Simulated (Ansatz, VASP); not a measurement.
Two plane-wave programs on Hf2N

```
CELL_PARAMETERS angstrom
5.31312 0.00000 0.00000
0.00000 5.31312 0.00000
0.00000 0.00000 3.24210
ATOMIC_POSITIONS crystal
Hf 0.29554 0.29554 0.00000
Hf 0.70446 0.70446 0.00000
Hf 0.79554 0.20446 0.50000
Hf 0.20446 0.79554 0.50000
N 0.00000 0.00000 0.00000
N 0.50000 0.50000 0.50000
```

Alike in both runs: task single point; functional r2SCAN; k mesh 4 × 4 × 4; occupations gaussian, width 0.1 eV; no spin polarisation.

|  | VASP | Ansatz |
| --- | --- | --- |
| version | VASP 6.6.1 | Ansatz 0.2.0 |
| potentials or method | VASP PAW PBE potentials, release 64 (Hf_pv, N), cutoff 520 eV | scalar-relativistic, plane waves, PAW |
| valence electrons in the cell | 50 | 114 |

Ansatz gave:

| Item | Value |
| --- | --- |
| gap on the k mesh at the Fermi level (eV) | none |
| pressure (GPa) | 1.6 |
| traceless stress, the component that is largest in VASP (GPa) | 0.94 |
| rms of the force components (eV/Å) | 0.081 |

**Question.** Estimate VASP's values.

**Answer.** gap on the k mesh at the Fermi level (eV): none; pressure (GPa): 0.1; traceless stress, the component that is largest in VASP (GPa): 0.81; rms of the force components (eV/Å): 0.091.

VASP's potentials were made for PBE, not for r2SCAN. Atom by atom the forces differ by 0.009 eV/Å (rms over components). A gap of «none» marks a metal or a gap that the smearing closes. VASP's potentials hold 50 valence electrons a cell and Ansatz's 114, so a difference there can come from the potentials and not from the codes.

The k mesh is coarse, so the values compare programs but aren't converged. Neither program's run includes spin-orbit coupling.
